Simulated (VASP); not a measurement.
# TaN (P-6m2) in VASP: notebook

TaN is run at these levels: PBEsol; tasks: single point.

Everything below comes from runs of VASP 6.6.1. Logs are shortened: lines on timing, memory, paths and dates and some standing lists are left out, and cuts for length are marked.

## 1. The cell of the first run

It takes space group P-6m2 (No. 187, hexagonal). The conventional cell has a = 2.857 Å, b = 2.857 Å, c = 2.804 Å, α = 90.00°, β = 90.00°, γ = 120.00°. Within 2.9 Å of Ta (site symmetry -6m2) lie 6 N at 2.17 Å and 8 Ta at 2.80 to 2.86 Å. Within 2.9 Å of N (site symmetry -6m2) lie 6 Ta at 2.17 Å and 8 N at 2.80 to 2.86 Å.

## 2. Single point, PBEsol

File INCAR:

```
SYSTEM = TaN
PREC = Accurate
ENCUT = 520
EDIFF = 1E-7
ISMEAR = 1
SIGMA = 0.1
LREAL = .False.
LASPH = .True.
NELM = 60
ALGO = Normal
ISIF = 2
LWAVE = .False.
LCHARG = .False.
GGA = PS
NBANDS = 15
```

File KPOINTS:

```
regular mesh
0
Gamma
  9 9 8
  0 0 0
```

File POSCAR:

```
TaN
1.0
    2.8574659714      0.0000000000      0.0000000000
   -1.4287329857      2.4746384754      0.0000000000
    0.0000000000      0.0000000000      2.8039735860
Ta N
1 1
Direct
    0.3333333333      0.6666666667      0.5000000000
    0.0000000000      0.0000000000      0.0000000000
```

Potentials or basis: VASP PAW PBE potentials, release 64 (Ta_pv, N).

On the command line:

```sh
$ cat potpaw_PBE.64/Ta_pv/POTCAR potpaw_PBE.64/N/POTCAR > POTCAR
$ mpirun -np 1 vasp_std > vasp.out
```

OUTCAR:

```text
SYSTEM = TaN
   PREC = Accurate
   ENCUT = 520
   EDIFF = 1E-7
   ISMEAR = 1
   LREAL = .False.
   LASPH = .True.
   NELM = 60
   ISIF = 2
   GGA = PS

 ion  position               nearest neighbor table
   1  0.333  0.667  0.500-   2 2.17   2 2.17   2 2.17   2 2.17   2 2.17   2 2.17
   2  0.000  0.000  0.000-   1 2.17   1 2.17   1 2.17   1 2.17   1 2.17   1 2.17

  LATTYP: Found a hexagonal cell.
 ALAT       =     2.8574659714
 C/A-ratio  =     0.9812797822

  Lattice vectors:

 A1 = (   2.8574659714,   0.0000000000,   0.0000000000)
 A2 = (  -1.4287329857,   2.4746384754,   0.0000000000)
 A3 = (   0.0000000000,   0.0000000000,   2.8039735860)

Analysis of symmetry for initial positions (statically):
=====================================================================
 Subroutine PRICEL returns:
 Original cell was already a primitive cell.

 Routine SETGRP: Setting up the symmetry group for a
 hexagonal supercell.

 Subroutine GETGRP returns: Found 12 space group operations
 (whereof 12 operations were pure point group operations)
 out of a pool of 24 trial point group operations.

The static configuration has the point symmetry D_3h.

Analysis of symmetry for dynamics (positions and initial velocities):
=====================================================================
 Subroutine PRICEL returns:
 Original cell was already a primitive cell.

 Routine SETGRP: Setting up the symmetry group for a
 hexagonal supercell.

 Subroutine GETGRP returns: Found 12 space group operations
 (whereof 12 operations were pure point group operations)
 out of a pool of 24 trial point group operations.

The dynamic configuration has the point symmetry D_3h.

 Subroutine INISYM returns: Found 12 space group operations
 (whereof 12 operations are pure point group operations),
 and found     1 'primitive' translations

----------------------------------------------------------------------------------------

                                     Primitive cell

  volume of cell :      19.8274

  direct lattice vectors                    reciprocal lattice vectors
     2.857465971  0.000000000  0.000000000     0.349960423  0.202049716  0.000000000
    -1.428732986  2.474638475  0.000000000     0.000000000  0.404099431  0.000000000
     0.000000000  0.000000000  2.803973586     0.000000000  0.000000000  0.356636740

  length of vectors
     2.857465971  2.857466278  2.803973586     0.404099474  0.404099431  0.356636740

  position of ions in fractional coordinates (direct lattice)
[... 91 lines left out ...]
   NUPDOWN=      -1.0000    fix difference up-down
   EMIN   =  10.00;   EMAX   =-10.00  energy-range for DOS
   EFERMI =   0.00;   METHOD = LEGACY
   ISMEAR =     1;   SIGMA  =   0.10  broadening in eV -4-tet -1-fermi 0-gaus
   EFERMI_NEDOS =   21; number of points for ismear=-14 and -15
   IALGO  =     38    algorithm
   IMIX   =      4    mixing-type and parameters
     AMIX     =   0.40;   BMIX     =  1.00
     AMIX_MAG =   1.60;   BMIX_MAG =  1.00
  volume/ion in A,a.u.               =       9.91        66.90
  Fermi-wavevector in a.u.,A,eV,Ry     =   1.524144  2.880214 31.606524  2.323014
  Thomas-Fermi vector in A             =   2.632491
   LORBIT       =      0    0 simple, 1 ext, 2 COOP (PROOUT), +10 PAW based schemes
   GGA     = PS    functional components
   LHFCALC =     F    Hartree Fock is set to
   AEXX    =    0.0000 exact exchange contribution
   IVDW    =     0    specifies the selected vdW correction
   LEPSILON=     F    determine dielectric tensor
   LRPA    =     F    only Hartree local field effects (RPA)
 non-spin polarized calculation
 Methfessel and Paxton  Order N= 1 SIGMA  =   0.10
  energy-cutoff  :      520.00
  volume of cell :       19.83
 maximum number of plane-waves:       547
 NGX is ok and might be reduce to    24
   NGX = 11   NGY = 11   NGZ = 11

 number of electron      16.0000000 magnetization

 Free energy of the ion-electron system (eV)
  ---------------------------------------------------
  ext. energy  EPLUGINS =         0.00000000
  ---------------------------------------------------
  free energy    TOTEN  =       -23.67225907 eV

  energy without entropy =      -23.67217067  energy(sigma->0) =      -23.67222960

 E-fermi :   9.0454     XC(G=0): -13.9659

 val. band max:        9.0141085392   @ k =   0.0000   0.0000   0.3750
 cond. band min:       9.1353152429   @ k =   0.3333   0.3333   0.0000
 fundamental gap:      0.1212067037
 Fermi energy:         9.0453800655

 k-point     1 :       0.0000    0.0000    0.0000
  band No.  band energies     occupation
      1     -25.5500      2.00000
      2     -25.2364      2.00000
      3     -25.2364      2.00000
      4      -9.3939      2.00000
      5       4.0416      2.00000
      6       4.0416      2.00000
      7       4.3514      2.00000
      8       5.9912      2.00000
      9      11.8402      0.00000
     10      12.9864      0.00000
     11      12.9864      0.00000
     12      13.4653      0.00000
     13      13.4653      0.00000
     14      22.5175      0.00000
[... 401 lines left out ...]
      2     -26.1098      2.00000
      3     -25.4889      2.00000
      4      -6.3795      2.00000
      5       1.4961      2.00000
      6       2.3985      2.00000
      7       3.0937      2.00000
      8       8.5328      2.00000
      9      11.0916      0.00000
     10      11.6557      0.00000
     11      12.4998      0.00000
     12      16.9749      0.00000
     13      21.8949      0.00000
     14      22.7559      0.00000
     15      24.0285      0.00000

 [... further k-points ...]

------------------------ aborting loop because EDIFF is reached ----------------------------------------

  FORCE on cell =-STRESS in cart. coord.  units (eV):
  Direction    XX          YY          ZZ          XY          YZ          ZX
  --------------------------------------------------------------------------------------
  -------------------------------------------------------------------------------------
  Total        3.6089306      3.6089316      4.1671543     -0.0000000     -0.0000000      0.0000000
  in kB      291.6233964    291.6234797    336.7312472     -0.0000000     -0.0000000      0.0000000
  external PRESSURE =     306.6593744 kB  Pullay stress =       0.0000000 kB

 VOLUME and BASIS-vectors are now :
 -----------------------------------------------------------------------------
  energy-cutoff  :      520.00
  volume of cell :       19.83
      direct lattice vectors                 reciprocal lattice vectors
     2.857465971  0.000000000  0.000000000     0.349960423  0.202049716  0.000000000
    -1.428732986  2.474638475  0.000000000     0.000000000  0.404099431  0.000000000
     0.000000000  0.000000000  2.803973586     0.000000000  0.000000000  0.356636740

 POSITION                                       TOTAL-FORCE (eV/Angst)
 -----------------------------------------------------------------------------------
     -0.00000      1.64976      1.40199        -0.000000      0.000000      0.000000
      0.00000      0.00000      0.00000         0.000000     -0.000000      0.000000
 -----------------------------------------------------------------------------------
    total drift:                                0.000000      0.000005     -0.000000

  FREE ENERGIE OF THE ION-ELECTRON SYSTEM (eV)
  ---------------------------------------------------
  free  energy   TOTEN  =       -23.6722590668 eV

  energy  without entropy=      -23.6721706672  energy(sigma->0) =      -23.67222960
```

OSZICAR:

```text
N       E                     dE             d eps       ncg     rms          rms(c)
DAV:   1     0.889460254302E+02    0.88946E+02   -0.87863E+03  1800   0.114E+03
DAV:   2    -0.232230816549E+02   -0.11217E+03   -0.10584E+03  2171   0.309E+02
DAV:   3    -0.259477673528E+02   -0.27247E+01   -0.27106E+01  2066   0.448E+01
DAV:   4    -0.259577552177E+02   -0.99879E-02   -0.99856E-02  2353   0.293E+00
DAV:   5    -0.259578046486E+02   -0.49431E-04   -0.49429E-04  2052   0.191E-01    0.282E+01
DAV:   6    -0.237443328079E+02    0.22135E+01   -0.33622E+00  2276   0.224E+01    0.124E+01
DAV:   7    -0.237042369590E+02    0.40096E-01   -0.55150E-01  1912   0.565E+00    0.802E+00
DAV:   8    -0.236792472254E+02    0.24990E-01   -0.10446E-01  2185   0.270E+00    0.163E+00
DAV:   9    -0.236723194531E+02    0.69278E-02   -0.13097E-02  2045   0.961E-01    0.159E-01
DAV:  10    -0.236723285793E+02   -0.91262E-05   -0.10000E-03  2171   0.372E-01    0.832E-02
DAV:  11    -0.236722586190E+02    0.69960E-04   -0.10113E-04  2143   0.109E-01    0.949E-03
DAV:  12    -0.236722591354E+02   -0.51644E-06   -0.11336E-05  1884   0.318E-02    0.553E-03
DAV:  13    -0.236722590668E+02    0.68580E-07   -0.61748E-08  1586   0.217E-03
   1 F= -.23672259E+02 E0= -.23672230E+02  d E =-.883996E-04
```

stdout:

```text
POSCAR found type information on POSCAR TaN
 POSCAR found :  2 types and       2 ions
 scaLAPACK will be used
 -----------------------------------------------------------------------------
|                                                                             |
|                                                                             |
|     You enforced a specific xc type in the INCAR file but a different       |
|     I HOPE YOU KNOW WHAT YOU ARE DOING!                                     |
|                                                                             |
 -----------------------------------------------------------------------------

 LDA part: xc-table for (Slater+PW92), standard interpolation
 POSCAR, INCAR and KPOINTS ok, starting setup
 FFT: planning ... GRIDC
 FFT: planning ... GRID_SOFT
 FFT: planning ... GRID
 WAVECAR not read
 entering main loop
```

It took 18 s on 1 thread of Intel Xeon 8259CL, shared host; peak memory 0.15 GiB.

Results:

```yaml
Free_energy: -23.6723 eV
Pressure: 30.7 GPa
Band_gap_on_the_k_mesh: zero (band 8 reaches 9.14 eV, above the bottom of band 9 at 8.85 eV)
```

Caveat: the PAW data sets were made with another functional, which shifts forces and pressure a little; spin-orbit coupling is left out, which moves the levels of the heavy elements.

## 3. Single point, PBEsol

This run uses another cell than the first one, of 10.20 Å³/atom, 1.029 times its volume.

File INCAR:

```
SYSTEM = TaN
PREC = Accurate
ENCUT = 520
EDIFF = 1E-6
ISMEAR = 1
SIGMA = 0.1
LREAL = .FALSE.
LASPH = .TRUE.
NELM = 100
ALGO = Normal
ISIF = 2
LWAVE = .FALSE.
LCHARG = .FALSE.
GGA = PS
NBANDS = 15
```

File KPOINTS:

```
regular mesh
0
G
  9 9 8
  0 0 0
```

File POSCAR:

```
TaN
1.0
    2.8848118050      0.0000000000      0.0000000000
   -1.4424059025      2.4983206653      0.0000000000
    0.0000000000      0.0000000000      2.8308074996
Ta N
1 1
Direct
    0.3333333333      0.6666666667      0.5000000000
    0.0000000000      0.0000000000      0.0000000000
```

Potentials or basis: VASP PAW PBE potentials, release 64 (Ta_pv, N).

On the command line:

```sh
$ cat potpaw_PBE.64/Ta_pv/POTCAR potpaw_PBE.64/N/POTCAR > POTCAR
$ mpirun -np 1 vasp_std > vasp.out
```

Run time: 20 s. Hardware: 1 thread of Intel Xeon 8259CL, shared host; peak memory 0.15 GiB.

It converged, with:

| Quantity | Value |
| --- | --- |
| Free energy | -23.7584 eV |
| Pressure | 17.4 GPa |
| Band gap on the k mesh | zero (band 8 reaches 8.82 eV, above the bottom of band 9 at 8.55 eV) |

Stress tensor (GPa, compression positive):
```
16.40  0.00  0.00
 0.00 16.40  0.00
 0.00  0.00 19.29
```

Levels at points of the mesh, in eV from the Fermi level:
| k point | band 4 | band 5 | band 6 | band 7 | band 8 | band 9 | band 10 | band 11 | band 12 | band 13 |
| --- | --- | --- | --- | --- | --- | --- | --- | --- | --- | --- |
| (0.00, 0.00, 0.00) | -18.22 | -4.88 | -4.88 | -4.55 | -3.03 | 2.57 | 3.79 | 3.79 | 4.24 | 4.24 |
| (0.00, 0.00, 0.50) | -15.20 | -9.79 | -4.01 | -4.01 | -0.19 | -0.19 | 2.54 | 3.40 | 3.40 | 8.57 |

Caveat: the PAW data sets were made with another functional, which shifts forces and pressure a little; spin-orbit coupling is left out, which moves the levels of the heavy elements.

## 4. Single point, PBEsol

This run uses another cell than the first one, of 10.49 Å³/atom, 1.058 times its volume.

File INCAR:

```
SYSTEM = TaN
ALGO = Normal
EDIFF = 1E-7
ENCUT = 520
GGA = PS
ISIF = 2
ISMEAR = 1
LASPH = .TRUE.
LCHARG = .FALSE.
LREAL = .FALSE.
LWAVE = .FALSE.
NBANDS = 15
NELM = 80
PREC = Accurate
SIGMA = 0.1
```

File KPOINTS:

```
k-points
0
G
  9 9 8
  0 0 0
```

File POSCAR:

```
TaN
1.0
    2.9116488047      0.0000000000      0.0000000000
   -1.4558244024      2.5215621922      0.0000000000
    0.0000000000      0.0000000000      2.8571421048
Ta N
1 1
Direct
    0.3333333333      0.6666666667      0.5000000000
    0.0000000000      0.0000000000      0.0000000000
```

Potentials or basis: VASP PAW PBE potentials, release 64 (Ta_pv, N).

On the command line:

```sh
$ cat potpaw_PBE.64/Ta_pv/POTCAR potpaw_PBE.64/N/POTCAR > POTCAR
$ mpirun -np 1 vasp_std > vasp.out
```

OUTCAR:

```text
SYSTEM = TaN
   EDIFF = 1E-7
   ENCUT = 520
   GGA = PS
   ISIF = 2
   ISMEAR = 1
   LASPH = .TRUE.
   LREAL = .FALSE.
   NELM = 80
   PREC = Accurate

 ion  position               nearest neighbor table
   1  0.333  0.667  0.500-   2 2.21   2 2.21   2 2.21   2 2.21   2 2.21   2 2.21
   2  0.000  0.000  0.000-   1 2.21   1 2.21   1 2.21   1 2.21   1 2.21   1 2.21

  LATTYP: Found a hexagonal cell.
 ALAT       =     2.9116488047
 C/A-ratio  =     0.9812797822

  Lattice vectors:

 A1 = (   2.9116488047,   0.0000000000,   0.0000000000)
 A2 = (  -1.4558244024,   2.5215621922,   0.0000000000)
 A3 = (   0.0000000000,   0.0000000000,   2.8571421048)

Analysis of symmetry for initial positions (statically):
=====================================================================
 Subroutine PRICEL returns:
 Original cell was already a primitive cell.

 Routine SETGRP: Setting up the symmetry group for a
 hexagonal supercell.

 Subroutine GETGRP returns: Found 12 space group operations
 (whereof 12 operations were pure point group operations)
 out of a pool of 24 trial point group operations.

The static configuration has the point symmetry D_3h.

[... 175 lines left out ...]
      6       3.6930      2.00000
      7       4.0238      2.00000
      8       5.4370      2.00000
      9      10.7968      0.00000
     10      12.1018      0.00000
     11      12.1018      0.00000
     12      12.5148      0.00000
     13      12.5148      0.00000
     14      21.5632      0.00000
[... 401 lines left out ...]
      2     -26.7637      2.00000
      3     -26.2752      2.00000
      4      -6.8218      2.00000
      5       1.1560      2.00000
      6       2.0547      2.00000
      7       2.7685      2.00000
      8       7.9468      2.00000
      9      10.3446     -0.00000
     10      10.8792      0.00000
     11      11.6124      0.00000
     12      15.7769      0.00000
     13      20.4353      0.00000
     14      21.8858      0.00000
     15      22.5630      0.00000

 [... further k-points ...]

------------------------ aborting loop because EDIFF is reached ----------------------------------------

  FORCE on cell =-STRESS in cart. coord.  units (eV):
  Direction    XX          YY          ZZ          XY          YZ          ZX
  --------------------------------------------------------------------------------------
  -------------------------------------------------------------------------------------
  Total        0.7027609      0.7027611      0.8972935     -0.0000000      0.0000000      0.0000000
  in kB       53.6756952     53.6757106     68.5337643     -0.0000000      0.0000000      0.0000000
  external PRESSURE =      58.6283900 kB  Pullay stress =       0.0000000 kB

 VOLUME and BASIS-vectors are now :
 -----------------------------------------------------------------------------
  energy-cutoff  :      520.00
  volume of cell :       20.98
      direct lattice vectors                 reciprocal lattice vectors
     2.911648805  0.000000000  0.000000000     0.343448014  0.198289775  0.000000000
    -1.455824402  2.521562192  0.000000000     0.000000000  0.396579550  0.000000000
     0.000000000  0.000000000  2.857142105     0.000000000  0.000000000  0.350000092

 POSITION                                       TOTAL-FORCE (eV/Angst)
 -----------------------------------------------------------------------------------
     -0.00000      1.68104      1.42857        -0.000000      0.000000      0.000000
      0.00000      0.00000      0.00000         0.000000      0.000000      0.000000
 -----------------------------------------------------------------------------------
    total drift:                                0.000000      0.000005     -0.000000

  FREE ENERGIE OF THE ION-ELECTRON SYSTEM (eV)
  ---------------------------------------------------
  free  energy   TOTEN  =       -23.8000439580 eV

  energy  without entropy=      -23.7999389821  energy(sigma->0) =      -23.80000897
```

OSZICAR:

```text
N       E                     dE             d eps       ncg     rms          rms(c)
DAV:   1     0.899252224704E+02    0.89925E+02   -0.85886E+03  1800   0.113E+03
DAV:   2    -0.233139767300E+02   -0.11324E+03   -0.10656E+03  2178   0.311E+02
DAV:   3    -0.261043825471E+02   -0.27904E+01   -0.27750E+01  2094   0.450E+01
DAV:   4    -0.261158305228E+02   -0.11448E-01   -0.11444E-01  2339   0.303E+00
DAV:   5    -0.261158968215E+02   -0.66299E-04   -0.66283E-04  2115   0.213E-01    0.251E+01
DAV:   6    -0.238917777633E+02    0.22241E+01   -0.34631E+00  2318   0.224E+01    0.109E+01
DAV:   7    -0.238348350289E+02    0.56943E-01   -0.56007E-01  1961   0.573E+00    0.727E+00
DAV:   8    -0.238074333355E+02    0.27402E-01   -0.13719E-01  2199   0.309E+00    0.152E+00
DAV:   9    -0.238001507679E+02    0.72826E-02   -0.14887E-02  2017   0.100E+00    0.175E-01
DAV:  10    -0.238001231007E+02    0.27667E-04   -0.10681E-03  2262   0.384E-01    0.904E-02
DAV:  11    -0.238000432698E+02    0.79831E-04   -0.10417E-04  2108   0.109E-01    0.969E-03
DAV:  12    -0.238000439888E+02   -0.71903E-06   -0.13058E-05  1919   0.323E-02    0.514E-03
DAV:  13    -0.238000439580E+02    0.30799E-07   -0.29081E-08  1551   0.173E-03
   1 F= -.23800044E+02 E0= -.23800009E+02  d E =-.104976E-03
```

Run time: 22 s. Hardware: 1 thread of Intel Xeon 8259CL, shared host; peak memory 0.15 GiB.

Results:

```yaml
Free_energy: -23.8000 eV
Pressure: 5.9 GPa
Band_gap_on_the_k_mesh: zero (band 8 reaches 8.52 eV, above the bottom of band 9 at 8.27 eV)
```

Stress tensor (GPa, compression positive):
```
5.37 0.00 0.00
0.00 5.37 0.00
0.00 0.00 6.85
```

Levels at points of the mesh, in eV from the Fermi level:
```tsv
k point	band 4	band 5	band 6	band 7	band 8	band 9	band 10	band 11	band 12	band 13
(0.00, 0.00, 0.00)	-18.01	-4.75	-4.75	-4.42	-3.01	2.35	3.66	3.66	4.07	4.07
(0.00, 0.00, 0.50)	-15.16	-9.62	-3.91	-3.91	-0.18	-0.18	2.45	3.31	3.31	8.31
```

Caveat: the PAW data sets were made with another functional, which shifts forces and pressure a little; spin-orbit coupling is left out, which moves the levels of the heavy elements.

## 5. The runs side by side

```tsv
cell	gap on the mesh (eV)	pressure (GPa)
a = 2.857, b = 2.857, c = 2.804 Å, angles 90.0, 90.0, 120.0°, 2 atoms	none	30.7
a = 2.885, b = 2.885, c = 2.831 Å, angles 90.0, 90.0, 120.0°, 2 atoms	none	17.4
a = 2.912, b = 2.912, c = 2.857 Å, angles 90.0, 90.0, 120.0°, 2 atoms	none	5.9
```

Alike in all rows: task single point; level PBEsol; potentials or basis VASP PAW PBE potentials, release 64 (Ta_pv, N); no spin polarisation; k mesh 9 × 9 × 8; cutoff (eV) 520; smearing methfessel-paxton 0.1 eV.

Caveats: the PAW data sets were made with another functional, which shifts forces and pressure a little; spin-orbit coupling is left out, which moves the levels of the heavy elements.

Absolute energies hang on the potentials; compare differences alone.
